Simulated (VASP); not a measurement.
Write the native input for VASP 6.6.1 that does the following.

- Task: single point
- Functional: r2SCAN
- Potentials or basis: VASP PAW PBE potentials, release 64 (Ga_d, As)
- Cutoff: 520 eV
- k mesh: 8 × 8 × 8
- Occupations: gaussian, width 0.01 eV
- Spin: no spin polarisation
- Dipole correction: no
- Further INCAR settings: ALGO = Normal; EDIFF = 1e-06; NBANDS = 16

Crystal: GaAs.

```xyz
2
Lattice="0.0000 2.8331 2.8331 2.8331 0.0000 2.8331 2.8331 2.8331 0.0000" Properties=species:S:1:pos:R:3 pbc="T T T"
Ga    0.0000    0.0000    0.0000
As    1.4165    1.4165    1.4165
```

The input as run:

POSCAR

```
GaAs
1.0
    0.0000000000      2.8330850955      2.8330850955
    2.8330850955      0.0000000000      2.8330850955
    2.8330850955      2.8330850955      0.0000000000
Ga As
1 1
Direct
    0.0000000000      0.0000000000      0.0000000000
    0.2500000000      0.2500000000      0.2500000000
```

INCAR.step1

```
PREC = Accurate ; ENCUT = 520
ISMEAR = 0 ; SIGMA = 0.01
LREAL = False ; LASPH = True
NELM = 80 ; NBANDS = 16
GGA = PE ; ALGO = Normal
EDIFF = 1E-4 ; LWAVE = True
LCHARG = False
```

INCAR.step2

```
PREC = Accurate ; ENCUT = 520
EDIFF = 1E-6 ; ISMEAR = 0
SIGMA = 0.01 ; LREAL = False
LASPH = True ; NELM = 80
ALGO = Normal ; ISIF = 2
LWAVE = False ; LCHARG = False
METAGGA = R2SCAN ; LMIXTAU = True
NBANDS = 16 ; ISTART = 1
```

KPOINTS

```
regular mesh
0
Gamma
  8 8 8
```

Potentials or basis: VASP PAW PBE potentials, release 64 (Ga_d, As).

Run with:

```sh
$ cat potpaw_PBE.64/Ga_d/POTCAR potpaw_PBE.64/As/POTCAR > POTCAR
$ cp INCAR.step1 INCAR
$ mpirun -np 1 vasp_std > vasp.out
$ cp INCAR.step2 INCAR
$ mpirun -np 1 vasp_std > vasp.out
```

It gave:

```json
{
 "Pressure": "0.1 GPa",
 "Band gap on the k mesh": "0.94 eV, direct"
}
```

Caveat: the PAW data sets were made with another functional, which shifts forces and pressure a little.

Wall time 60 s on 1 thread of Intel(R) Xeon(R) Platinum 8559C (Emerald Rapids), on a shared host, peak memory 0.18 GiB.
